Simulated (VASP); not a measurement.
# ZnPtC6N6 (Fm-3m) in VASP: a series of runs, part 2 of 2

VASP 6.6.1.

**3. Electric field gradients, r2SCAN**

POSCAR reads:

```
ZnPtC6N6
1.0
    0.0000000000      5.2620500000      5.2620500000
    5.2620500000      0.0000000000      5.2620500000
    5.2620500000      5.2620500000      0.0000000000
Zn Pt C N
1 1 6 6
Direct
    0.5000000000      0.5000000000      0.5000000000
    0.0000000000      0.0000000000      0.0000000000
    0.1902259188      0.1902259188      0.8097740812
    0.8097740812      0.8097740812      0.1902259188
    0.8097740812      0.1902259188      0.1902259188
    0.1902259188      0.8097740812      0.8097740812
    0.1902259188      0.8097740812      0.1902259188
    0.8097740812      0.1902259188      0.8097740812
    0.3000704348      0.3000704348      0.6999295652
    0.6999295652      0.6999295652      0.3000704348
    0.6999295652      0.3000704348      0.3000704348
    0.3000704348      0.6999295652      0.6999295652
    0.3000704348      0.6999295652      0.3000704348
    0.6999295652      0.3000704348      0.6999295652
```

INCAR.step1 reads:

```
SYSTEM = ZnPtC6N6
PREC     = Accurate       ! precision mode
ENCUT    = 520            ! plane-wave cutoff, eV
ISMEAR   = -1             ! smearing method
SIGMA    = 0.05           ! smearing width, eV
LREAL    = .False.        ! projectors in reciprocal space
LASPH    = .True.         ! aspherical terms in the spheres
NELM     = 100            ! most SCF steps
NBANDS   = 51             ! bands
GGA      = PE             ! functional
ALGO     = Normal         ! electronic algorithm
EDIFF    = 1E-4           ! SCF threshold, eV
LWAVE    = .True.         ! write WAVECAR
LCHARG   = .False.        ! write CHGCAR
```

INCAR.step2 reads:

```
SYSTEM = ZnPtC6N6
PREC     = Accurate       ! precision mode
ENCUT    = 520            ! plane-wave cutoff, eV
EDIFF    = 1E-8           ! SCF threshold, eV
ISMEAR   = -1             ! smearing method
SIGMA    = 0.05           ! smearing width, eV
LREAL    = .False.        ! projectors in reciprocal space
LASPH    = .True.         ! aspherical terms in the spheres
NELM     = 100            ! most SCF steps
ALGO     = Normal         ! electronic algorithm
ISIF     = 2              ! what is computed and relaxed
LWAVE    = .False.        ! write WAVECAR
LCHARG   = .False.        ! write CHGCAR
METAGGA  = R2SCAN         ! meta-GGA
LMIXTAU  = .True.       
LEFG     = .True.       
NBANDS   = 51             ! bands
ISTART   = 1
```

KPOINTS reads:

```
Automatic mesh
0
Gamma
  5 5 5
  0 0 0
```

Potentials or basis: VASP PAW PBE potentials, release 64 (Zn, Pt, C, N).

Command:

```sh
> cat potpaw_PBE.64/Zn/POTCAR potpaw_PBE.64/Pt/POTCAR potpaw_PBE.64/C/POTCAR potpaw_PBE.64/N/POTCAR > POTCAR
> cp INCAR.step1 INCAR
> mpirun -np 1 vasp_std > vasp.out
> cp INCAR.step2 INCAR
> mpirun -np 1 vasp_std > vasp.out
```

OUTCAR:

```text
SYSTEM = ZnPtC6N6
   PREC = Accurate
   ENCUT = 520
   EDIFF = 1E-8
   ISMEAR = -1
   LREAL = .False.
   LASPH = .True.
   NELM = 100
   ISIF = 2
   METAGGA = R2SCAN
   ISTART = 1

 ion  position               nearest neighbor table
   1  0.500  0.500  0.500-   9 2.10  10 2.10  11 2.10  12 2.10  13 2.10  14 2.10
   2  0.000  0.000  0.000-   3 2.00   4 2.00   5 2.00   6 2.00   7 2.00   8 2.00
   3  0.190  0.190  0.810-   9 1.16   2 2.00
   4  0.810  0.810  0.190-  10 1.16   2 2.00
   5  0.810  0.190  0.190-  11 1.16   2 2.00
   6  0.190  0.810  0.810-  12 1.16   2 2.00
   7  0.190  0.810  0.190-  13 1.16   2 2.00
   8  0.810  0.190  0.810-  14 1.16   2 2.00
   9  0.300  0.300  0.700-   3 1.16   1 2.10
  10  0.700  0.700  0.300-   4 1.16   1 2.10
  11  0.700  0.300  0.300-   5 1.16   1 2.10
  12  0.300  0.700  0.700-   6 1.16   1 2.10
  13  0.300  0.700  0.300-   7 1.16   1 2.10
  14  0.700  0.300  0.700-   8 1.16   1 2.10

  LATTYP: Found a face centered cubic cell.
 ALAT       =    10.5241000000

  Lattice vectors:

 A1 = (   0.0000000000,   5.2620500000,   5.2620500000)
 A2 = (   5.2620500000,   0.0000000000,   5.2620500000)
 A3 = (   5.2620500000,   5.2620500000,   0.0000000000)

Analysis of symmetry for initial positions (statically):
=====================================================================
 Subroutine PRICEL returns:
 Original cell was already a primitive cell.

 Routine SETGRP: Setting up the symmetry group for a
 face centered cubic supercell.

 Subroutine GETGRP returns: Found 48 space group operations
 (whereof 48 operations were pure point group operations)
 out of a pool of 48 trial point group operations.

The static configuration has the point symmetry O_h .

[... 737 lines left out ...]
      3.15797      5.26205      5.26205        -0.177254      0.000000      0.000000
      7.36613      5.26205      5.26205         0.177254      0.000000      0.000000
      5.26205      3.15797      5.26205        -0.000000     -0.177254      0.000000
      5.26205      7.36613      5.26205        -0.000000      0.177254      0.000000
 -----------------------------------------------------------------------------------
    total drift:                               -0.000000     -0.000000      0.000000

  FREE ENERGIE OF THE ION-ELECTRON SYSTEM (eV)
  ---------------------------------------------------
  free  energy   TOTEN  =      -170.7242931725 eV

  energy  without entropy=     -170.7242931725  energy(sigma->0) =     -170.72429317

 Electric field gradients (V/A^2)
---------------------------------------------------------------------
 ion       V_xx      V_yy      V_zz      V_xy      V_xz      V_yz
---------------------------------------------------------------------
   1      -0.000     0.000    -0.000     0.004     0.004     0.004
   2      -0.000     0.000     0.000     0.000     0.000     0.000
   3      27.538    27.538   -55.076    -0.000     0.000     0.000
   4      27.538    27.538   -55.076    -0.000     0.000     0.000
   5     -55.076    27.538    27.538     0.000     0.000    -0.000
   6     -55.076    27.538    27.538     0.000     0.000    -0.000
   7      27.538   -55.076    27.538     0.000    -0.000     0.000
   8      27.538   -55.076    27.538     0.000    -0.000     0.000
   9      36.583    36.583   -73.166    -0.000     0.000     0.000
  10      36.583    36.583   -73.166    -0.000     0.000     0.000
  11     -73.166    36.583    36.583     0.000     0.000    -0.000
  12     -73.166    36.583    36.583     0.000     0.000    -0.000
  13      36.583   -73.166    36.583     0.000    -0.000     0.000
  14      36.583   -73.166    36.583     0.000    -0.000     0.000
---------------------------------------------------------------------

 Electric field gradients after diagonalization (V/A^2)
 (convention: |V_zz| > |V_xx| > |V_yy|)
----------------------------------------------------------------------
 ion       V_xx      V_yy      V_zz     asymmetry (V_yy - V_xx)/ V_zz
----------------------------------------------------------------------
   1      -0.004    -0.004     0.008       0.000
   2      -0.000    -0.000     0.000       0.000
   3      27.538    27.538   -55.076       0.000
   4      27.538    27.538   -55.076       0.000
   5      27.538    27.538   -55.076       0.000
   6      27.538    27.538   -55.076       0.000
   7      27.538    27.538   -55.076       0.000
   8      27.538    27.538   -55.076       0.000
   9      36.583    36.583   -73.166       0.000
  10      36.583    36.583   -73.166       0.000
  11      36.583    36.583   -73.166       0.000
  12      36.583    36.583   -73.166       0.000
  13      36.583    36.583   -73.166       0.000
  14      36.583    36.583   -73.166       0.000
----------------------------------------------------------------------

           NMR quadrupolar parameters

 Cq : quadrupolar parameter    Cq=e*Q*V_zz/h
 eta: asymmetry parameters     (V_yy - V_xx)/ V_zz
 Q  : nuclear electric quadrupole moment in mb (millibarn)
----------------------------------------------------------------------
 ion       Cq(MHz)       eta       Q (mb)
----------------------------------------------------------------------
   1       0.000       0.000       1.000
   2       0.000       0.000       1.000
   3      -0.133       0.000       1.000
   4      -0.133       0.000       1.000
   5      -0.133       0.000       1.000
   6      -0.133       0.000       1.000
   7      -0.133       0.000       1.000
   8      -0.133       0.000       1.000
   9      -0.177       0.000       1.000
  10      -0.177       0.000       1.000
  11      -0.177       0.000       1.000
  12      -0.177       0.000       1.000
  13      -0.177       0.000       1.000
  14      -0.177       0.000       1.000
----------------------------------------------------------------------
```

Run time: 16 min. Hardware: 1 thread of Intel Xeon Platinum 8259CL at 2.50GHz (Skylake/Cascade Lake), shared host; peak memory 0.57 GiB.

Results:

| Quantity | Value |
| --- | --- |
| Free energy | -170.7243 eV |
| Pressure | 0.7 GPa |
| Largest force | 0.177 eV/Å |
| Band gap on the k mesh | 5.37 eV (least direct gap 5.50 eV) |
| Largest electric field gradient by atom | Zn +0.0; Pt -0.0; C -55.1; N -73.2 V/Å² |

Forces on the atoms (eV/Å):
```
Zn   0.000  0.000  0.000
Pt   0.000  0.000  0.000
C    0.000  0.000  0.160
C    0.000  0.000 -0.160
C    0.160  0.000  0.000
C   -0.160  0.000  0.000
C    0.000  0.160  0.000
C    0.000 -0.160  0.000
N    0.000  0.000 -0.177
N    0.000  0.000  0.177
N   -0.177  0.000  0.000
N    0.177  0.000  0.000
N    0.000 -0.177  0.000
N    0.000  0.177  0.000
```

Electric field gradients, principal values (V/Å²):
```
atom   least  middle  greatest (by size)
1 Zn  -0.004  -0.004               0.008
2 Pt   0.000   0.000               0.000
 3 C  27.538  27.538             -55.076
 4 C  27.538  27.538             -55.076
 5 C  27.538  27.538             -55.076
 6 C  27.538  27.538             -55.076
 7 C  27.538  27.538             -55.076
 8 C  27.538  27.538             -55.076
 9 N  36.583  36.583             -73.166
10 N  36.583  36.583             -73.166
11 N  36.583  36.583             -73.166
12 N  36.583  36.583             -73.166
13 N  36.583  36.583             -73.166
14 N  36.583  36.583             -73.166
```

Caveat: without QUAD_EFG the Cq values of the log hold for a quadrupole moment of 1 mb, not for the nuclei; the PAW data sets were made with another functional, which shifts forces and pressure a little; spin-orbit coupling is left out, which moves the levels of the heavy elements; an odd mesh through Γ misses points on the zone boundary, where band edges can lie.

**4. Electric field gradients, PBE+U**

INCAR reads:

```
SYSTEM = ZnPtC6N6
ALGO = Normal ; EDIFF = 1E-8
ENCUT = 520 ; GGA = PE
ISIF = 2 ; ISMEAR = -1
LASPH = .True. ; LCHARG = .False.
LDAU = .True. ; LDAUJ = 0 0 0 0
LDAUL = -1 2 -1 -1 ; LDAUPRINT = 1
LDAUTYPE = 2 ; LDAUU = 0 6 0 0
LEFG = .True. ; LMAXMIX = 4
LREAL = .False. ; LWAVE = .False.
NBANDS = 51 ; NELM = 150
PREC = Accurate ; SIGMA = 0.05
```

KPOINTS reads:

```
k-points
0
Gamma
  5 5 5
  0 0 0
```

POSCAR is that of step 3.

Potentials or basis: VASP PAW PBE potentials, release 64 (Zn, Pt, C, N).

Command:

```sh
> cat potpaw_PBE.64/Zn/POTCAR potpaw_PBE.64/Pt/POTCAR potpaw_PBE.64/C/POTCAR potpaw_PBE.64/N/POTCAR > POTCAR
> mpirun -np 1 vasp_std > vasp.out
```

OUTCAR:

```text
SYSTEM = ZnPtC6N6
   EDIFF = 1E-8
   ENCUT = 520
   GGA = PE
   ISIF = 2
   ISMEAR = -1
   LASPH = .True.
   LREAL = .False.
   NELM = 150
   PREC = Accurate

 ion  position               nearest neighbor table
   1  0.500  0.500  0.500-   9 2.10  10 2.10  11 2.10  12 2.10  13 2.10  14 2.10
   2  0.000  0.000  0.000-   3 2.00   4 2.00   5 2.00   6 2.00   7 2.00   8 2.00
   3  0.190  0.190  0.810-   9 1.16   2 2.00
   4  0.810  0.810  0.190-  10 1.16   2 2.00
   5  0.810  0.190  0.190-  11 1.16   2 2.00
   6  0.190  0.810  0.810-  12 1.16   2 2.00
   7  0.190  0.810  0.190-  13 1.16   2 2.00
   8  0.810  0.190  0.810-  14 1.16   2 2.00
   9  0.300  0.300  0.700-   3 1.16   1 2.10
  10  0.700  0.700  0.300-   4 1.16   1 2.10
  11  0.700  0.300  0.300-   5 1.16   1 2.10
  12  0.300  0.700  0.700-   6 1.16   1 2.10
  13  0.300  0.700  0.300-   7 1.16   1 2.10
  14  0.700  0.300  0.700-   8 1.16   1 2.10

  LATTYP: Found a face centered cubic cell.
 ALAT       =    10.5241000000

  Lattice vectors:

 A1 = (   0.0000000000,   5.2620500000,   5.2620500000)
 A2 = (   5.2620500000,   0.0000000000,   5.2620500000)
 A3 = (   5.2620500000,   5.2620500000,   0.0000000000)

Analysis of symmetry for initial positions (statically):
=====================================================================
 Subroutine PRICEL returns:
 Original cell was already a primitive cell.
[... 810 lines left out ...]
  10      35.213    35.213   -70.427    -0.000     0.000     0.000
  11     -70.427    35.213    35.213     0.000     0.000    -0.000
  12     -70.427    35.213    35.213     0.000     0.000    -0.000
  13      35.213   -70.427    35.213     0.000    -0.000     0.000
  14      35.213   -70.427    35.213     0.000    -0.000     0.000
---------------------------------------------------------------------

 Electric field gradients after diagonalization (V/A^2)
 (convention: |V_zz| > |V_xx| > |V_yy|)
----------------------------------------------------------------------
 ion       V_xx      V_yy      V_zz     asymmetry (V_yy - V_xx)/ V_zz
----------------------------------------------------------------------
   1      -0.004    -0.004     0.008       0.000
   2      -0.000    -0.000     0.000       0.000
   3      25.650    25.650   -51.300       0.000
   4      25.650    25.650   -51.300       0.000
   5      25.650    25.650   -51.300       0.000
   6      25.650    25.650   -51.300       0.000
   7      25.650    25.650   -51.300       0.000
   8      25.650    25.650   -51.300       0.000
   9      35.214    35.213   -70.427       0.000
  10      35.214    35.213   -70.427       0.000
  11      35.214    35.213   -70.427       0.000
  12      35.214    35.213   -70.427       0.000
  13      35.214    35.213   -70.427       0.000
  14      35.214    35.213   -70.427       0.000
----------------------------------------------------------------------

           NMR quadrupolar parameters

 Cq : quadrupolar parameter    Cq=e*Q*V_zz/h
 eta: asymmetry parameters     (V_yy - V_xx)/ V_zz
 Q  : nuclear electric quadrupole moment in mb (millibarn)
----------------------------------------------------------------------
 ion       Cq(MHz)       eta       Q (mb)
----------------------------------------------------------------------
   1       0.000       0.000       1.000
   2       0.000       0.000       1.000
   3      -0.124       0.000       1.000
   4      -0.124       0.000       1.000
   5      -0.124       0.000       1.000
   6      -0.124       0.000       1.000
   7      -0.124       0.000       1.000
   8      -0.124       0.000       1.000
   9      -0.170       0.000       1.000
  10      -0.170       0.000       1.000
  11      -0.170       0.000       1.000
  12      -0.170       0.000       1.000
  13      -0.170       0.000       1.000
  14      -0.170       0.000       1.000
----------------------------------------------------------------------
```

Run time: 5.7 min. Hardware: 1 thread of Intel Xeon Platinum 8259CL at 2.50GHz (Skylake/Cascade Lake), shared host; peak memory 0.51 GiB.

Results:

```yaml
Free_energy: -104.0712 eV
Pressure: 1.5 GPa
Largest_force: 0.872 eV/Å
Band_gap_on_the_k_mesh: 4.87 eV (least direct gap 5.00 eV)
Largest_electric_field_gradient_by_atom: Zn +0.0; Pt -0.0; C -51.3; N -70.4 V/Å²
```

Forces on the atoms (eV/Å):
```
Zn   0.000  0.000  0.000
Pt   0.000  0.000  0.000
C    0.000  0.000 -0.872
C    0.000  0.000  0.872
C   -0.872  0.000  0.000
C    0.872  0.000  0.000
C    0.000 -0.872  0.000
C    0.000  0.872  0.000
N    0.000  0.000  0.374
N    0.000  0.000 -0.374
N    0.374  0.000  0.000
N   -0.374  0.000  0.000
N    0.000  0.374  0.000
N    0.000 -0.374  0.000
```

Levels at points of the mesh, in eV from the valence-band top:
| k point | band 36 | band 37 | band 38 | band 39 | band 40 | band 41 |
| --- | --- | --- | --- | --- | --- | --- |
| (0.00, 0.00, 0.00) | -0.98 | -0.45 | -0.45 | 5.16 | 5.16 | 6.19 |

Electric field gradients, principal values (V/Å²):
```csv
atom,least,middle,greatest (by size)
1 Zn,-0.004,-0.004,0.008
2 Pt,0.000,0.000,0.000
3 C,25.650,25.650,-51.300
4 C,25.650,25.650,-51.300
5 C,25.650,25.650,-51.300
6 C,25.650,25.650,-51.300
7 C,25.650,25.650,-51.300
8 C,25.650,25.650,-51.300
9 N,35.213,35.214,-70.427
10 N,35.213,35.214,-70.427
11 N,35.213,35.214,-70.427
12 N,35.213,35.214,-70.427
13 N,35.213,35.214,-70.427
14 N,35.213,35.214,-70.427
```

Eigenvalues of the final occupation matrices:
```
    site  spin  trace               eigenvalues
site 2 d     1   4.23  0.71 0.71 0.94 0.94 0.94
site 2 d     2   4.23  0.71 0.71 0.94 0.94 0.94
```

Caveat: without QUAD_EFG the Cq values of the log hold for a quadrupole moment of 1 mb, not for the nuclei; spin-orbit coupling is left out, which moves the levels of the heavy elements; an odd mesh through Γ misses points on the zone boundary, where band edges can lie.

**5. Overview**

```csv
level,U,cell,gap on the mesh (eV),pressure (GPa),largest force (eV/Å)
PBE,-,"as given, atomic positions A",5.10,13.4,12.22
r2SCAN,-,"as given, atomic positions B",5.37,0.7,0.18
PBE+U,Pt d U = 6.0 eV,"as given, atomic positions B",4.87,1.5,0.87
```

Alike in all rows: task electric field gradients; potentials or basis VASP PAW PBE potentials, release 64 (Zn, Pt, C, N); no spin polarisation; k mesh 5 × 5 × 5; cutoff (eV) 520; smearing fermi-dirac 0.05 eV.

The pressure there spans 0.7 GPa (r2SCAN) to 13.4 GPa (PBE); a positive pressure means that this level wants a larger cell, a negative one a smaller.

Caveats: spin-orbit coupling is left out, which moves the levels of the heavy elements; an odd mesh through Γ misses points on the zone boundary, where band edges can lie; the cell stands under pressure (at least some runs); forces of over 1 eV/Å act on the atoms, so gaps and moduli don't describe the material at rest (at least some runs); the PAW data sets were made with another functional, which shifts forces and pressure a little (at least some runs).

Total energies depend on the potentials used, so only differences within one code and one set of settings carry meaning.
